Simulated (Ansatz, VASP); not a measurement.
# ZnS: VASP beside Ansatz

```
CELL_PARAMETERS angstrom
0.00000 2.92102 2.70465
2.92102 0.00000 2.70465
2.92102 2.92102 0.00000
ATOMIC_POSITIONS crystal
Zn 0.00000 0.00000 0.00000
S 0.75000 0.75000 0.75000
```

Change from the starting cell: strain +0.080 along x and y, +0.000 along z, atoms carried along.

Alike in both runs: task single point; functional r2SCAN; k mesh 8 × 8 × 8; occupations gaussian, width 0.05 eV; no spin polarisation.

```csv
,VASP,Ansatz
version,VASP 6.6.1,Ansatz 0.2.0
potentials or method,"VASP PAW PBE potentials, release 64 (Zn, S), cutoff 520 eV","scalar-relativistic, plane waves, PAW"
valence electrons in the cell,18,18
```

Ansatz gave:

- gap on the k mesh at the Fermi level (eV): 1.81
- least direct gap on the mesh (eV): 1.81
- pressure (GPa): -9.2
- traceless stress, the component that is largest in VASP (GPa): 2.07

Problem. What did VASP give for the same quantities?

Solution. gap on the k mesh at the Fermi level (eV): 1.81; least direct gap on the mesh (eV): 1.81; pressure (GPa): -9.1; traceless stress, the component that is largest in VASP (GPa): 2.06.

VASP's potentials were made for PBE, not for r2SCAN.
